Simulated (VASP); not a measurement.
Input of a VASP 6.6.1 run:

File POSCAR:

```
Si
1.0
    1.6132183877      0.9313920704      7.7965832421
   -1.6132183877      0.9313920704      7.7965832421
    0.0000000000     -1.8627841408      7.7965832421
Si
3
Direct
    0.0000000000      0.0000000000      0.0000000000
    0.2222200000      0.2222200000      0.2222200000
    0.7777800000      0.7777800000      0.7777800000
```

Contents of INCAR.step1:

```
SYSTEM = Si
  PREC = Accurate
  ENCUT = 520
  ISMEAR = 0
  SIGMA = 0.1
  LREAL = .FALSE.
  LASPH = .TRUE.
  NELM = 100
  NBANDS = 13
  GGA = PE
  ALGO = Normal
  EDIFF = 1E-4
  LWAVE = .TRUE.
  LCHARG = .FALSE.
```

INCAR.step2

```
SYSTEM = Si
  PREC = Accurate
  ENCUT = 520
  EDIFF = 1E-7
  ISMEAR = 0
  SIGMA = 0.1
  LREAL = .FALSE.
  LASPH = .TRUE.
  NELM = 100
  ALGO = Normal
  ISIF = 2
  LWAVE = .FALSE.
  LCHARG = .TRUE.
  METAGGA = R2SCAN
  LMIXTAU = .TRUE.
  LELF = .TRUE.
  LVHAR = .TRUE.
  NBANDS = 13
  ISTART = 1
```

The input KPOINTS:

```
Automatic mesh
0
G
  6 6 6
  0 0 0
```

Potentials or basis: VASP PAW PBE potentials, release 64 (Si).

Launch:

```bash
$ cat potpaw_PBE.64/Si/POTCAR > POTCAR
$ cp INCAR.step1 INCAR
$ mpirun -np 1 vasp_std > vasp.out
$ cp INCAR.step2 INCAR
$ mpirun -np 1 vasp_std > vasp.out
```

Task: Estimate the pressure.

Result: -15.2 GPa.

Task: Predict the largest force.

Result: 0.043 eV/Å.

Task: What does it give for the band gap on the k mesh?

Result: Zero (band 6 reaches 10.32 eV, above the bottom of band 7 at 2.87 eV).

Forces in eV/Å, atoms in the order of the input:
```
Si   0.000  0.000  0.000
Si   0.000  0.000  0.043
Si   0.000  0.000 -0.043
```

Caveat: the k points lie up to 0.38 Å⁻¹ apart; the PAW data sets were made with another functional, which shifts forces and pressure a little.
